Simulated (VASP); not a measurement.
A run of VASP 6.6.1:

INCAR

```
SYSTEM = CaSe
PREC = Accurate
ENCUT = 520
EDIFF = 1E-7
ISMEAR = 0
SIGMA = 0.01
LREAL = .FALSE.
LASPH = .TRUE.
NELM = 80
ALGO = Normal
ISIF = 2
LWAVE = .FALSE.
LCHARG = .FALSE.
GGA = PE
NBANDS = 24
```

Contents of KPOINTS:

```
regular mesh
0
G
  6 6 2
  0 0 0
```

Contents of POSCAR:

```
CaSe
1.0
    5.0055966788      0.0000000000      0.0000000000
   -2.5027983394      4.3349738849      0.0000000000
    0.0000000000      0.0000000000      5.8757322579
Ca Se
2 2
Direct
    0.3333333333      0.6666666667     -0.0624992794
    0.6666666667      0.3333333333      0.4375007206
    0.3333333333      0.6666666667      0.4374992794
    0.6666666667      0.3333333333      0.9374992794
```

Potentials or basis: VASP PAW PBE potentials, release 64 (Ca_sv, Se).

Launch:

```console
$ cat potpaw_PBE.64/Ca_sv/POTCAR potpaw_PBE.64/Se/POTCAR > POTCAR
$ mpirun -np 1 vasp_std > vasp.out
```

Hardware: 1 thread of AMD EPYC 7R13 Processor (Zen 3) (shared host).

Problem. Estimate the wall time of this run.

Solution. Wall time 49 s on 1 thread of AMD EPYC 7R13 Processor (Zen 3), on a shared host, peak memory 0.23 GiB. Counts: scf iterations 15, k points 14.
